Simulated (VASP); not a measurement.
# SiC (P6_3mc) in VASP: notebook

The runs below take SiC through single point, relaxation of cell and atoms, with LDA.

Program: VASP 6.6.1. These are calculated values, not measurements. Logs are shortened: lines on timing, memory, paths and dates and some standing lists are left out, and cuts for length are marked.

**1. The cell of the first run**

The structure is hexagonal, space group P6_3mc (No. 186). The conventional cell has a = 3.059 Å, b = 3.059 Å, c = 15.010 Å, α = 90.00°, β = 90.00°, γ = 120.00°. Si (site symmetry 3m) has 4 C at 1.87 to 1.88 Å within 2.5 Å. Si (site symmetry 3m) has 4 C at 1.87 to 1.88 Å within 2.5 Å. Si (site symmetry 3m) has 4 C at 1.87 to 1.88 Å within 2.5 Å. C (site symmetry 3m) has 4 Si at 1.87 to 1.88 Å within 2.5 Å. Within 2.5 Å of C (site symmetry 3m) lie 4 Si at 1.87 to 1.88 Å. C (site symmetry 3m) has 4 Si at 1.87 to 1.88 Å within 2.5 Å.

**2. Single point, LDA**

INCAR

```
PREC     = Accurate       # precision mode
ENCUT    = 520            # plane-wave cutoff, eV
EDIFF    = 1E-6           # SCF threshold, eV
ISMEAR   = 0              # smearing method
SIGMA    = 0.01           # smearing width, eV
LREAL    = F              # projectors in reciprocal space
LASPH    = T              # aspherical terms in the spheres
NELM     = 60             # most SCF steps
ALGO     = Normal         # electronic algorithm
ISIF     = 2              # what is computed and relaxed
LWAVE    = F              # write WAVECAR
LCHARG   = F              # write CHGCAR
GGA      = CA             # functional
NBANDS   = 36             # bands
```

KPOINTS

```
Automatic mesh
0
Gamma
  8 8 2
```

POSCAR

```
SiC
1.0
    3.0593380265      0.0000000000      0.0000000000
   -1.5296690132      2.6494644497      0.0000000000
    0.0000000000      0.0000000000     15.0104571984
Si C
6 6
Direct
    0.0000000000      0.0000000000     -0.0000419797
    0.3333333333      0.6666666667      0.1666900198
    0.6666666667      0.3333333333      0.3331792670
    0.0000000000      0.0000000000      0.4999580203
    0.6666666667      0.3333333333      0.6666900198
    0.3333333333      0.6666666667      0.8331792670
    0.0000000000      0.0000000000      0.1253159927
    0.3333333333      0.6666666667      0.2916828800
    0.6666666667      0.3333333333      0.4581738203
    0.0000000000      0.0000000000      0.6253159927
    0.6666666667      0.3333333333      0.7916828800
    0.3333333333      0.6666666667      0.9581738203
```

Potentials or basis: VASP PAW LDA potentials, release 64 (Si, C).

Launch:

```sh
cat potpaw_LDA.64/Si/POTCAR potpaw_LDA.64/C/POTCAR > POTCAR
mpirun -np 1 vasp_std > vasp.out
```

OUTCAR:

```text
PREC = Accurate
   ENCUT = 520
   EDIFF = 1E-6
   ISMEAR = 0
   LREAL = F
   LASPH = T
   NELM = 60
   ISIF = 2
   GGA = CA

 ion  position               nearest neighbor table
   1  0.000  0.000  1.000-  12 1.87  12 1.87  12 1.87   7 1.88   2 3.06   2 3.06   2 3.06   6 3.06
                             6 3.06   6 3.06
   2  0.333  0.667  0.167-   7 1.87   7 1.87   7 1.87   8 1.88   3 3.06   3 3.06   3 3.06   1 3.06
                             1 3.06   1 3.06
   3  0.667  0.333  0.333-   8 1.87   8 1.87   8 1.87   9 1.88   2 3.06   2 3.06   2 3.06   4 3.06
                             4 3.06   4 3.06
   4  0.000  0.000  0.500-   9 1.87   9 1.87   9 1.87  10 1.88   5 3.06   5 3.06   5 3.06   3 3.06
                             3 3.06   3 3.06
   5  0.667  0.333  0.667-  10 1.87  10 1.87  10 1.87  11 1.88   6 3.06   6 3.06   6 3.06   4 3.06
                             4 3.06   4 3.06
   6  0.333  0.667  0.833-  11 1.87  11 1.87  11 1.87  12 1.88   5 3.06   5 3.06   5 3.06   1 3.06
                             1 3.06   1 3.06
   7  0.000  0.000  0.125-   2 1.87   2 1.87   2 1.87   1 1.88
   8  0.333  0.667  0.292-   3 1.87   3 1.87   3 1.87   2 1.88
   9  0.667  0.333  0.458-   4 1.87   4 1.87   4 1.87   3 1.88
  10  0.000  0.000  0.625-   5 1.87   5 1.87   5 1.87   4 1.88
  11  0.667  0.333  0.792-   6 1.87   6 1.87   6 1.87   5 1.88
  12  0.333  0.667  0.958-   1 1.87   1 1.87   1 1.87   6 1.88

  LATTYP: Found a hexagonal cell.
 ALAT       =     3.0593380265
 C/A-ratio  =     4.9064395854

  Lattice vectors:

 A1 = (   3.0593380265,   0.0000000000,   0.0000000000)
 A2 = (  -1.5296690132,   2.6494644497,   0.0000000000)
 A3 = (   0.0000000000,   0.0000000000,  15.0104571984)

Analysis of symmetry for initial positions (statically):
=====================================================================
 Subroutine PRICEL returns:
 Original cell was already a primitive cell.

 Routine SETGRP: Setting up the symmetry group for a
 hexagonal supercell.

 Subroutine GETGRP returns: Found 12 space group operations
 (whereof  6 operations were pure point group operations)
 out of a pool of 24 trial point group operations.

The static configuration has the point symmetry C_3v.
 The point group associated with its full space group is C_6v.

Analysis of symmetry for dynamics (positions and initial velocities):
=====================================================================
 Subroutine PRICEL returns:
 Original cell was already a primitive cell.

 Routine SETGRP: Setting up the symmetry group for a
 hexagonal supercell.

 Subroutine GETGRP returns: Found 12 space group operations
 (whereof  6 operations were pure point group operations)
 out of a pool of 24 trial point group operations.

The dynamic configuration has the point symmetry C_3v.
 The point group associated with its full space group is C_6v.

 Subroutine INISYM returns: Found 12 space group operations
 (whereof  6 operations are pure point group operations),
 and found     1 'primitive' translations

----------------------------------------------------------------------------------------

                                     Primitive cell

  volume of cell :     121.6689

  direct lattice vectors                    reciprocal lattice vectors
     3.059338026  0.000000000  0.000000000     0.326868097  0.188717384  0.000000000
    -1.529669013  2.649464450  0.000000000     0.000000000  0.377434768  0.000000000
     0.000000000  0.000000000 15.010457198     0.000000000  0.000000000  0.066620223

  length of vectors
     3.059338026  3.059338026 15.010457198     0.377434768  0.377434768  0.066620223

  position of ions in fractional coordinates (direct lattice)
     0.000000000  0.000000000  0.999958020
     0.333333333  0.666666667  0.166690020
     0.666666667  0.333333333  0.333179267
     0.000000000  0.000000000  0.499958020
     0.666666667  0.333333333  0.666690020
     0.333333333  0.666666667  0.833179267
     0.000000000  0.000000000  0.125315993
     0.333333333  0.666666667  0.291682880
     0.666666667  0.333333333  0.458173820
     0.000000000  0.000000000  0.625315993
     0.666666667  0.333333333  0.791682880
     0.333333333  0.666666667  0.958173820

  ion indices of the primitive-cell ions
   primitive index   ion index
                 1           1
                 2           2
                 3           3
                 4           4
                 5           5
                 6           6
                 7           7
                 8           8
                 9           9
                10          10
                11          11
                12          12

----------------------------------------------------------------------------------------

 KPOINTS: Automatic mesh

Automatic generation of k-mesh.
 Grid dimensions read from file:
 generate k-points for:    8    8    2

 Generating k-lattice:

  Cartesian coordinates                     Fractional coordinates (reciprocal lattice)
     0.040858512  0.023589673  0.000000000     0.125000000  0.000000000  0.000000000
     0.000000000  0.047179346  0.000000000     0.000000000  0.125000000  0.000000000
     0.000000000  0.000000000  0.033310111     0.000000000  0.000000000  0.500000000

  Length of vectors
     0.047179346  0.047179346  0.033310111

  Shift w.r.t. Gamma in fractional coordinates (k-lattice)
     0.000000000  0.000000000  0.000000000

 Subroutine IBZKPT returns following result:
 ===========================================

 Found     20 irreducible k-points:

 Following reciprocal coordinates:
            Coordinates               Weight
  0.000000  0.000000  0.000000      1.000000
  0.125000 -0.000000  0.000000      6.000000
  0.250000 -0.000000  0.000000      6.000000
  0.375000 -0.000000  0.000000      6.000000
  0.500000 -0.000000  0.000000      3.000000
  0.125000  0.125000  0.000000      6.000000
[... 12 lines left out ...]
  0.250000  0.250000  0.500000      6.000000
  0.375000  0.250000  0.500000      6.000000
   k-points           NKPTS =     20   k-points in BZ     NKDIM =     20   number of bands    NBANDS=     36
   number of dos      NEDOS =    301   number of ions     NIONS =     12
   total plane-waves  NPLWV =  64512
   dimension x,y,z NGX =    24 NGY =   24 NGZ =  112
   dimension x,y,z NGXF=    48 NGYF=   48 NGZF=  224
   ions per type =               6   6
   NGX,Y,Z   is equivalent  to a cutoff of  13.04, 13.04, 12.40 a.u.
   NGXF,Y,Z  is equivalent  to a cutoff of  26.08, 26.08, 24.81 a.u.
 SYSTEM =  unknown system
   PREC   = accura    normal or accurate (medium, high low for compatibility)
   ISTART =      0    job   : 0-new  1-cont  2-samecut
   ICHARG =      2    charge: 1-file 2-atom 10-const
   ISPIN  =      1    spin polarized calculation?
   LNONCOLLINEAR =      F non collinear calculations
   LSORBIT =      F    spin-orbit coupling
   LASPH  =      T    aspherical Exc in radial PAW
   ENCUT  =  520.0 eV  38.22 Ry    6.18 a.u.   5.69  5.69 27.91*2*pi/ulx,y,z
   NELM   =     60;   NELMIN=  2; NELMDL= -5     # of ELM steps
   EDIFF  = 0.1E-05   stopping-criterion for ELM
   LREAL  =      F    real-space projection
   EDIFFG = 0.1E-04   stopping-criterion for IOM
   NSW    =      0    number of steps for IOM
   IBRION =     -1    ionic relax: 0-MD 1-quasi-New 2-CG
   NFREE  =      0    steps in history (QN), initial steepest desc. (CG)
   ISIF   =      2    stress and relaxation
   ISYM   =      2    0-nonsym 1-usesym 2-fastsym
   POTIM  = 0.5000    time-step for ionic-motion
   TEBEG  =    0.0;   TEEND  =   0.0 temperature during run
   PSTRESS=    0.0 pullay stress
   NELECT =      48.0000    total number of electrons
   NUPDOWN=      -1.0000    fix difference up-down
   EMIN   =  10.00;   EMAX   =-10.00  energy-range for DOS
   EFERMI =   0.00;   METHOD = LEGACY
   ISMEAR =     0;   SIGMA  =   0.01  broadening in eV -4-tet -1-fermi 0-gaus
   EFERMI_NEDOS =   21; number of points for ismear=-14 and -15
   IALGO  =     38    algorithm
   IMIX   =      4    mixing-type and parameters
     AMIX     =   0.40;   BMIX     =  1.00
     AMIX_MAG =   1.60;   BMIX_MAG =  1.00
  volume/ion in A,a.u.               =      10.14        68.42
  Fermi-wavevector in a.u.,A,eV,Ry     =   1.200684  2.268964 19.614733  1.441642
  Thomas-Fermi vector in A             =   2.336513
   LORBIT       =      0    0 simple, 1 ext, 2 COOP (PROOUT), +10 PAW based schemes
   GGA     = CA    functional components
   LHFCALC =     F    Hartree Fock is set to
   AEXX    =    0.0000 exact exchange contribution
   IVDW    =     0    specifies the selected vdW correction
   LEPSILON=     F    determine dielectric tensor
   LRPA    =     F    only Hartree local field effects (RPA)
 non-spin polarized calculation
 Gauss-broadening in eV      SIGMA  =   0.01
  energy-cutoff  :      520.00
  volume of cell :      121.67
 maximum number of plane-waves:      3319
 NGX is ok and might be reduce to    24
   NGX = 11   NGY = 11   NGZ = 55

 number of electron      47.9999996 magnetization

 Free energy of the ion-electron system (eV)
  ---------------------------------------------------
  ext. energy  EPLUGINS =         0.00000000
  ---------------------------------------------------
  free energy    TOTEN  =       -99.86543335 eV

  energy without entropy =      -99.86543335  energy(sigma->0) =      -99.86543335

 E-fermi :   8.4044     XC(G=0): -11.6407

 val. band max:        8.3390771349   @ k =   0.0000   0.0000   0.0000
 cond. band min:      10.3047221955   @ k =   0.5000  -0.0000   0.0000
 fundamental gap:      1.9656450606
 Fermi energy:         8.4043649236

 k-point     1 :       0.0000    0.0000    0.0000
  band No.  band energies     occupation
      1      -7.1882      2.00000
      2      -6.6561      2.00000
      3      -6.6203      2.00000
      4      -5.0876      2.00000
      5      -5.0593      2.00000
      6      -3.4934      2.00000
[... 28 lines left out ...]
     35      15.7340      0.00000
     36      15.7994      0.00000

 k-point     2 :       0.1250   -0.0000    0.0000
  band No.  band energies     occupation
      1      -6.9122      2.00000
      2      -6.3840      2.00000
      3      -6.3473      2.00000
      4      -4.8284      2.00000
      5      -4.7997      2.00000
      6      -3.2610      2.00000
[... 28 lines left out ...]
     35      15.9509      0.00000
     36      16.0490      0.00000

 k-point     3 :       0.2500   -0.0000    0.0000
  band No.  band energies     occupation
      1      -6.0996      2.00000
      2      -5.5863      2.00000
      3      -5.5458      2.00000
      4      -4.0807      2.00000
      5      -4.0505      2.00000
      6      -2.6190      2.00000
[... 28 lines left out ...]
     35      16.2898      0.00000
     36      16.5111      0.00000
[... 586 lines left out ...]
 k-point    19 :       0.2500    0.2500    0.5000
  band No.  band energies     occupation
      1      -3.9825      2.00000
      2      -3.9825      2.00000
      3      -3.1129      2.00000
      4      -3.1129      2.00000
      5      -1.9504      2.00000
      6      -1.9504      2.00000
[... 28 lines left out ...]
     35      16.7750      0.00000
     36      16.7750      0.00000

 k-point    20 :       0.3750    0.2500    0.5000
  band No.  band energies     occupation
      1      -2.8771      2.00000
      2      -2.8771      2.00000
      3      -2.5103      2.00000
      4      -2.5103      2.00000
      5      -2.1100      2.00000
      6      -2.1100      2.00000
[... 28 lines left out ...]
     35      17.2079      0.00000
     36      17.2082      0.00000

------------------------ aborting loop because EDIFF is reached ----------------------------------------

  FORCE on cell =-STRESS in cart. coord.  units (eV):
  Direction    XX          YY          ZZ          XY          YZ          ZX
  --------------------------------------------------------------------------------------
  -------------------------------------------------------------------------------------
  Total        0.3016262      0.3016262      0.3061075      0.0000000     -0.0000000      0.0000000
  in kB        3.9719171      3.9719171      4.0309288      0.0000000     -0.0000000      0.0000000
  external PRESSURE =       3.9915876 kB  Pullay stress =       0.0000000 kB

 VOLUME and BASIS-vectors are now :
 -----------------------------------------------------------------------------
  energy-cutoff  :      520.00
  volume of cell :      121.67
      direct lattice vectors                 reciprocal lattice vectors
     3.059338026  0.000000000  0.000000000     0.326868097  0.188717384  0.000000000
    -1.529669013  2.649464450  0.000000000     0.000000000  0.377434768  0.000000000
     0.000000000  0.000000000 15.010457198     0.000000000  0.000000000  0.066620223

 POSITION                                       TOTAL-FORCE (eV/Angst)
 -----------------------------------------------------------------------------------
      0.00000      0.00000     15.00983        -0.000000     -0.000000     -0.001107
     -0.00000      1.76631      2.50209         0.000000     -0.000000      0.001174
      1.52967      0.88315      5.00117         0.000000     -0.000000      0.000251
      0.00000      0.00000      7.50460         0.000000     -0.000000     -0.001107
      1.52967      0.88315     10.00732        -0.000000     -0.000000      0.001174
     -0.00000      1.76631     12.50640        -0.000000      0.000000      0.000251
      0.00000      0.00000      1.88105         0.000000     -0.000000     -0.000029
     -0.00000      1.76631      4.37829        -0.000000     -0.000000     -0.000001
      1.52967      0.88315      6.87740         0.000000     -0.000000     -0.000288
      0.00000      0.00000      9.38628        -0.000000      0.000000     -0.000029
      1.52967      0.88315     11.88352         0.000000     -0.000000     -0.000001
     -0.00000      1.76631     14.38263        -0.000000     -0.000000     -0.000288
 -----------------------------------------------------------------------------------
    total drift:                                0.000000      0.000000     -0.000439

  FREE ENERGIE OF THE ION-ELECTRON SYSTEM (eV)
  ---------------------------------------------------
  free  energy   TOTEN  =       -99.8654333485 eV

  energy  without entropy=      -99.8654333485  energy(sigma->0) =      -99.86543335
```

Run time: 53 s. Hardware: 1 thread of Intel Xeon Platinum 8488C (Sapphire Rapids), shared host; peak memory 0.22 GiB.

Results:

* Free energy: -99.8654 eV
* Pressure: 0.4 GPa
* Band gap on the k mesh: 1.97 eV (least direct gap 3.07 eV)

Levels at points of the mesh, in eV from the valence-band top:
```tsv
k point	band 20	band 21	band 22	band 23	band 24	band 25	band 26	band 27	band 28	band 29
(0.00, 0.00, 0.00)	-0.30	-0.30	-0.04	0.00	0.00	5.31	5.48	5.90	6.41	6.58
(0.50, 0.00, 0.00)	-2.28	-1.83	-1.80	-1.69	-1.11	1.97	2.16	3.16	3.86	4.54
(0.00, 0.00, 0.50)	-0.64	-0.10	-0.10	-0.10	-0.10	5.38	5.38	6.12	6.12	6.90
(0.50, 0.00, 0.50)	-2.38	-1.73	-1.73	-1.32	-1.32	2.01	2.01	3.38	3.38	4.82
```

A k mesh can miss the band edges.

**3. Relaxation of cell and atoms, LDA**

This run uses another cell than the first one, of 10.35 Å³/atom.

INCAR

```
SYSTEM = SiC
PREC = Accurate
ENCUT = 600
EDIFF = 1E-6
ISMEAR = 0
SIGMA = 0.01
LREAL = .FALSE.
LASPH = .TRUE.
NELM = 100
ALGO = Normal
ISIF = 3
LWAVE = .FALSE.
LCHARG = .FALSE.
GGA = CA
IBRION = 2
NSW = 80
EDIFFG = -0.002
```

KPOINTS

```
regular mesh
0
G
  8 8 2
  0 0 0
```

POSCAR

```
SiC
1.0
    3.0800000000      0.0000000000      0.0000000000
   -1.5400000000      2.6673582437      0.0000000000
    0.0000000000      0.0000000000     15.1200000000
Si C
6 6
Direct
    0.0000000000      0.0000000000      0.0000000000
    0.3333333333      0.6666666667      0.1666666667
    0.6666666667      0.3333333333      0.3333333333
    0.0000000000      0.0000000000      0.5000000000
    0.6666666667      0.3333333333      0.6666666667
    0.3333333333      0.6666666667      0.8333333333
    0.0000000000      0.0000000000      0.1250000000
    0.3333333333      0.6666666667      0.2916666667
    0.6666666667      0.3333333333      0.4583333333
    0.0000000000      0.0000000000      0.6250000000
    0.6666666667      0.3333333333      0.7916666667
    0.3333333333      0.6666666667      0.9583333333
```

Potentials or basis: VASP PAW LDA potentials, release 64 (Si, C).

Launch:

```sh
cat potpaw_LDA.64/Si/POTCAR potpaw_LDA.64/C/POTCAR > POTCAR
mpirun -np 1 vasp_std > vasp.out
```

It took 4.4 min on 1 thread of Intel Xeon Platinum 8488C (Sapphire Rapids), shared host; peak memory 0.27 GiB.

The run converged. Its results:

```
Free energy                           : -99.8815 eV
Relaxed volume                        : 10.15 Å³/atom
Relaxed cell                          : a = 3.060 Å, b = 3.060 Å, c = 15.015 Å, α = 90.00°, β = 90.00°, γ = 120.00°
Space group after relaxing (to 0.1 Å) : P6_3mc (No. 186)
Energy gained by relaxing             : 2.9 meV/atom
Ionic steps                           : 8
Pressure after relaxing               : 0.0 GPa
Band gap on the k mesh                : 1.97 eV (least direct gap 3.07 eV)
```

Step by step:
```
step  energy change (eV)  largest force (eV/Å)  pressure (GPa)  volume (Å³)
   1              0.0000                0.1250           -4.35       124.22
   2              0.0058                0.0756            5.06       119.23
   3             -0.0341                0.0352            0.01       121.79
   4             -0.0341                0.0341            0.09       121.74
   5             -0.0343                0.0084            0.08       121.75
   6             -0.0343                0.0078            0.08       121.75
   7             -0.0343                0.0073           -0.07       121.83
   8             -0.0343                0.0016            0.00       121.79
```

Final structure:
```cif
data_structure
_symmetry_space_group_name_H-M 'P 1'
_symmetry_Int_Tables_number 1
_cell_length_a 3.0604
_cell_length_b 3.0604
_cell_length_c 15.0153
_cell_angle_alpha 90.000
_cell_angle_beta 90.000
_cell_angle_gamma 120.000
_cell_volume 121.79
loop_
_atom_site_label
_atom_site_type_symbol
_atom_site_fract_x
_atom_site_fract_y
_atom_site_fract_z
_atom_site_occupancy
Si1 Si 0.00000 0.00000 0.99995 1
Si2 Si 0.33333 0.66667 0.16669 1
Si3 Si 0.66667 0.33333 0.33318 1
Si4 Si 0.00000 0.00000 0.49995 1
Si5 Si 0.66667 0.33333 0.66669 1
Si6 Si 0.33333 0.66667 0.83318 1
C1 C 0.00000 0.00000 0.12532 1
C2 C 0.33333 0.66667 0.29169 1
C3 C 0.66667 0.33333 0.45818 1
C4 C 0.00000 0.00000 0.62532 1
C5 C 0.66667 0.33333 0.79169 1
C6 C 0.33333 0.66667 0.95818 1
```

Levels at points of the mesh, in eV from the valence-band top:
```
           k point  band 21  band 22  band 23  band 24  band 25  band 26  band 27  band 28
(0.00, 0.00, 0.00)    -0.30    -0.04     0.00     0.00     5.30     5.47     5.89     6.40
(0.50, 0.00, 0.00)    -1.83    -1.80    -1.68    -1.11     1.97     2.16     3.16     3.86
(0.00, 0.00, 0.50)    -0.10    -0.10    -0.10    -0.10     5.37     5.37     6.12     6.12
(0.50, 0.00, 0.50)    -1.73    -1.73    -1.32    -1.32     2.01     2.01     3.38     3.38
```

A k mesh can miss the band edges.
